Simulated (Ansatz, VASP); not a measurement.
## One calculation of CaO, two programs

INCAR

```
  PREC = Accurate
  ENCUT = 520
  EDIFF = 1E-6
  ISMEAR = -1
  SIGMA = 0.06
  LREAL = F
  LASPH = T
  NELM = 60
  ALGO = Normal
  ISIF = 2
  LWAVE = F
  LCHARG = T
  GGA = PE
  LELF = T
  LVHAR = T
  NBANDS = 15
```

Contents of KPOINTS:

```
regular mesh
0
Gamma
  7 7 7
```

POSCAR

```
CaO
1.0
    0.0000000000      2.4035556960      2.4035556960
    2.4035556960      0.0000000000      2.4035556960
    2.4035556960      2.4035556960      0.0000000000
Ca O
1 1
Direct
    0.0000000000      0.0000000000      0.0000000000
    0.5000000000      0.5000000000      0.5000000000
```

input.yaml

```yaml
crystal:
  lattice:
    - [0.0, 2.403555696, 2.403555696]
    - [2.403555696, 0.0, 2.403555696]
    - [2.403555696, 2.403555696, 0.0]
  atoms:
    - { symbol: Ca, position: [0.0, 0.0, 0.0] }
    - { symbol: O, position: [0.5, 0.5, 0.5] }
kpoints:
  mp_grid: { grid: [7, 7, 7] }
scf:
  occupations: { method: fermi_dirac, width: 0.06 }
hamiltonian:
  xc: pbe
  pseudopotentials: { kind: all_electron, lapw: { basis_error: 0.004 } }
output:
  forces: true
  stress: true
  eigenvalues: true
```

Alike in both runs: task single point; functional PBE; k mesh 7 × 7 × 7; occupations fermi-dirac, width 0.06 eV; no spin polarisation.

|  | VASP | Ansatz |
| --- | --- | --- |
| version | VASP 6.6.1 | Ansatz 0.2.0 |
| potentials or method | VASP PAW PBE potentials, release 64 (Ca_sv, O), cutoff 520 eV | all-electron LAPW, scalar-relativistic |

Ansatz gave:

- gap on the k mesh at the Fermi level (eV): 3.75
- least direct gap on the mesh (eV): 4.12
- pressure (GPa): 1.6

Problem. Which values does VASP return?

Solution. gap on the k mesh at the Fermi level (eV): 3.73; least direct gap on the mesh (eV): 4.10; pressure (GPa): 2.2.

Ansatz ran all-electron here, and VASP with PAW potentials.
